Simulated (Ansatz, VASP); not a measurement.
**Ge15Mo: VASP beside Ansatz**

File INCAR:

```
SYSTEM = Ge15Mo
PREC = Accurate
ENCUT = 520
EDIFF = 1E-6
ISMEAR = 0
SIGMA = 0.05
LREAL = Auto
LASPH = .True.
NELM = 150
ALGO = Normal
ISIF = 2
LWAVE = .False.
LCHARG = .True.
ISPIN = 2
MAGMOM = 1.01 0.01 0.01 0.01 0.01 0.01 0.01 0 -0.01 -0.01 -0.01 0 -0.01 0 0 0
LORBIT = 11
LMAXMIX = 4
GGA = PS
LELF = .True.
LVHAR = .True.
NBANDS = 130
```

The input KPOINTS:

```
Automatic mesh
0
Gamma
  3 3 3
  0 0 0
```

POSCAR

```
Ge15Mo
1.0
    0.0000000000      5.6575400000      5.6575400000
    5.6575400000      0.0000000000      5.6575400000
    5.6575400000      5.6575400000      0.0000000000
Mo Ge
1 15
Direct
    1.0000000000      0.0000000000      0.0000000000
    0.9995146617      0.9995146617      0.5004853383
    0.9995146617      0.5004853383      0.9995146617
    0.9995146617      0.5004853383      0.5004853383
    0.5004853383      0.9995146617      0.9995146617
    0.5004853383      0.9995146617      0.5004853383
    0.5004853383      0.5004853383      0.9995146617
    0.5000000000      0.5000000000      0.5000000000
    0.1263979545      0.1263979545      0.1263979545
    0.1263979545      0.1263979545      0.6208061366
    0.1263979545      0.6208061366      0.1263979545
    0.1253009340      0.6248996887      0.6248996887
    0.6208061366      0.1263979545      0.1263979545
    0.6248996887      0.1253009340      0.6248996887
    0.6248996887      0.6248996887      0.1253009340
    0.6248996887      0.6248996887      0.6248996887
```

Input for Ansatz:

```yaml
crystal:
  lattice:
    - [0.0, 5.65754, 5.65754]
    - [5.65754, 0.0, 5.65754]
    - [5.65754, 5.65754, 0.0]
  atoms:
    - { symbol: Mo, position: [1.0, 0.0, 0.0], spin: 1.0 }
    - { symbol: Ge, position: [0.9995146617, 0.9995146617, 0.5004853383] }
    - { symbol: Ge, position: [0.9995146617, 0.5004853383, 0.9995146617] }
    - { symbol: Ge, position: [0.9995146617, 0.5004853383, 0.5004853383] }
    - { symbol: Ge, position: [0.5004853383, 0.9995146617, 0.9995146617] }
    - { symbol: Ge, position: [0.5004853383, 0.9995146617, 0.5004853383] }
    - { symbol: Ge, position: [0.5004853383, 0.5004853383, 0.9995146617] }
    - { symbol: Ge, position: [0.5, 0.5, 0.5] }
    - { symbol: Ge, position: [0.1263979545, 0.1263979545, 0.1263979545] }
    - { symbol: Ge, position: [0.1263979545, 0.1263979545, 0.6208061366] }
    - { symbol: Ge, position: [0.1263979545, 0.6208061366, 0.1263979545] }
    - { symbol: Ge, position: [0.125300934, 0.6248996887, 0.6248996887] }
    - { symbol: Ge, position: [0.6208061366, 0.1263979545, 0.1263979545] }
    - { symbol: Ge, position: [0.6248996887, 0.125300934, 0.6248996887] }
    - { symbol: Ge, position: [0.6248996887, 0.6248996887, 0.125300934] }
    - { symbol: Ge, position: [0.6248996887, 0.6248996887, 0.6248996887] }
basis:
  ecutwfc: 420
  ecutrho_ratio: 4
kpoints:
  mp_grid: { grid: [3, 3, 3] }
hamiltonian:
  xc: pbesol
scf:
  occupations: { method: gaussian, width: 0.05 }
  lower_state_search: "off"
  max_iter: 150
output:
  forces: true
  stress: true
  eigenvalues: true
  populations: true
  hubbard: { sites: [{ site: 0, l: d }] }
magnetization:
  spin_polarized: true
  initial_magnetization: 1.0
  spin_locking: { lock_magnetization: soft, n_iters: 12 }
```

Alike in both runs: task single point; functional PBEsol; k mesh 3 × 3 × 3; occupations gaussian, width 0.05 eV; collinear spin.

|  | VASP | Ansatz |
| --- | --- | --- |
| version | VASP 6.6.1 | Ansatz 0.2.0 |
| potentials or method | VASP PAW PBE potentials, release 64 (Mo_sv, Ge_d), cutoff 520 eV | scalar-relativistic, plane waves, PAW |
| valence electrons in the cell | 224 | 224 |

Ansatz gave:

* gap on the k mesh at the Fermi level (eV): none
* pressure (GPa): 0.9
* rms of the force components (eV/Å): 0.117
* net moment per atom (μB): 0.10
* size of the moment on the site where the two differ most (μB): 1.01

**Question.** What did VASP give for the same quantities?

**Answer.** gap on the k mesh at the Fermi level (eV): none; pressure (GPa): 0.9; rms of the force components (eV/Å): 0.114; net moment per atom (μB): 0.10; size of the moment on the site where the two differ most (μB): 1.26.

VASP's potentials were made for PBE, not for PBEsol. Site moments also hang on the region over which each program counts them. Atom by atom the forces differ by 0.003 eV/Å (rms over components). A gap of «none» marks a metal or a gap that the smearing closes. The functional is the same, so the differences come from potentials, cutoffs and numerics. Ansatz's warnings: stress scf threshold loose.
